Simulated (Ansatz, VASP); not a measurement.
Two plane-wave programs on SrCl2

The input INCAR:

```
ALGO     = Normal         # electronic algorithm
EDIFF    = 1E-7           # SCF threshold, eV
ENCUT    = 520            # plane-wave cutoff, eV
GGA      = CA             # functional
ISIF     = 2              # what is computed and relaxed
ISMEAR   = 0              # smearing method
LASPH    = T              # aspherical terms in the spheres
LCHARG   = F              # write CHGCAR
LREAL    = F              # projectors in reciprocal space
LWAVE    = F              # write WAVECAR
NBANDS   = 19             # bands
NELM     = 60             # most SCF steps
PREC     = Accurate       # precision mode
SIGMA    = 0.05           # smearing width, eV
```

The input KPOINTS:

```
k-points
0
Gamma
  6 6 6
```

Contents of POSCAR:

```
SrCl2
1.0
    0.0000000000      3.7643400000      3.2066600000
    3.7643400000      0.0000000000      3.2066600000
    3.7643400000      3.7643400000      0.0000000000
Sr Cl
1 2
Direct
    0.0000000000      0.0000000000      0.0000000000
    0.2500000000      0.2500000000      0.2500000000
    0.7500000000      0.7500000000      0.7500000000
```

Input for Ansatz:

```yaml
crystal:
  lattice:
    - [0.0, 3.76434, 3.20666]
    - [3.76434, 0.0, 3.20666]
    - [3.76434, 3.76434, 0.0]
  atoms:
    - { symbol: Sr, position: [0.0, 0.0, 0.0] }
    - { symbol: Cl, position: [0.25, 0.25, 0.25] }
    - { symbol: Cl, position: [0.75, 0.75, 0.75] }
basis:
  ecutwfc: 420
kpoints:
  mp_grid: { grid: [6, 6, 6] }
hamiltonian:
  xc: lda
scf:
  occupations: { method: gaussian, width: 0.05 }
output:
  forces: true
  stress: true
  eigenvalues: true
```

Change from the starting cell: strain +0.080 along x and y, -0.080 along z, atoms carried along.

Alike in both runs: task single point; functional LDA; k mesh 6 × 6 × 6; occupations gaussian, width 0.05 eV; no spin polarisation.

|  | VASP | Ansatz |
| --- | --- | --- |
| version | VASP 6.6.1 | Ansatz 0.2.0 |
| potentials or method | VASP PAW LDA potentials, release 64 (Sr_sv, Cl), cutoff 520 eV | scalar-relativistic, plane waves, PAW |
| valence electrons in the cell | 24 | 24 |

|  | VASP | Ansatz | Ansatz less VASP |
| --- | --- | --- | --- |
| gap on the k mesh at the Fermi level (eV) | 3.52 | 3.51 | -0.007 |
| least direct gap on the mesh (eV) | 3.70 | 3.69 | -0.008 |
| pressure (GPa) | -4.2 | -4.3 | -0.07 |
| traceless stress, the component that is largest in VASP (GPa) | 5.34 | 5.36 | +0.019 |

LDA's correlation is that of Perdew and Zunger in VASP and of Perdew and Wang (1992) in Ansatz.
